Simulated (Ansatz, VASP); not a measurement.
## Two plane-wave programs on Cd2Ge

INCAR

```
SYSTEM = Cd2Ge
ALGO = Fast
EDIFF = 1E-6
ENCUT = 520
GGA = PE
ISIF = 2
ISMEAR = 0
LASPH = .True.
LCHARG = .False.
LREAL = .False.
LWAVE = .False.
NBANDS = 47
NELM = 100
PREC = Accurate
SIGMA = 0.1
```

File KPOINTS:

```
k-points
0
Gamma
  4 4 4
  0 0 0
```

Contents of POSCAR:

```
Cd2Ge
1.0
    5.2535972700      0.0000000000      0.0000000000
    0.0000000000      5.2535972700      0.0000000000
    0.0000000000      0.0000000000      5.1396550100
Cd Ge
4 2
Direct
    0.0000000000      0.0000000000      0.0000000000
    0.5000000000      0.5000000000      0.0000000000
    0.5000000000      0.0000000000      0.0035835000
    0.0000000000      0.5000000000      0.9964165000
    0.5000000000      0.0000000000      0.4183634900
    0.0000000000      0.5000000000      0.5816365100
```

Input for Ansatz:

```yaml
crystal:
  lattice:
    - [5.25359727, 0.0, 0.0]
    - [0.0, 5.25359727, 0.0]
    - [0.0, 0.0, 5.13965501]
  atoms:
    - { symbol: Cd, position: [0.0, 0.0, 0.0] }
    - { symbol: Cd, position: [0.5, 0.5, 0.0] }
    - { symbol: Cd, position: [0.5, 0.0, 0.0035835] }
    - { symbol: Cd, position: [0.0, 0.5, 0.9964165] }
    - { symbol: Ge, position: [0.5, 0.0, 0.41836349] }
    - { symbol: Ge, position: [0.0, 0.5, 0.58163651] }
basis:
  ecutwfc: 420
kpoints:
  mp_grid: { grid: [4, 4, 4] }
hamiltonian:
  xc: pbe
scf:
  occupations: { method: gaussian, width: 0.1 }
  lower_state_search: "off"
output:
  forces: true
  stress: true
  eigenvalues: true
```

Alike in both runs: task single point; functional PBE; k mesh 4 × 4 × 4; occupations gaussian, width 0.1 eV; no spin polarisation.

|  | VASP | Ansatz |
| --- | --- | --- |
| version | VASP 6.6.1 | Ansatz 0.2.0 |
| potentials or method | VASP PAW PBE potentials, release 64 (Cd, Ge_d), cutoff 520 eV | scalar-relativistic, plane waves, PAW |
| valence electrons in the cell | 76 | 108 |

VASP gave:

| Property | Result |
| --- | --- |
| gap on the k mesh at the Fermi level (eV) | none |
| pressure (GPa) | 19.4 |
| traceless stress, the component that is largest in VASP (GPa) | 8.99 |
| rms of the force components (eV/Å) | 3.309 |

Task: Estimate Ansatz's values.

Result: gap on the k mesh at the Fermi level (eV): none; pressure (GPa): 18.7; traceless stress, the component that is largest in VASP (GPa): 8.83; rms of the force components (eV/Å): 3.234.

Atom by atom the forces differ by 0.075 eV/Å (rms over components). A gap of «none» marks a metal or a gap that the smearing closes. VASP's potentials hold 76 valence electrons a cell and Ansatz's 108, so a difference there can come from the potentials and not from the codes.
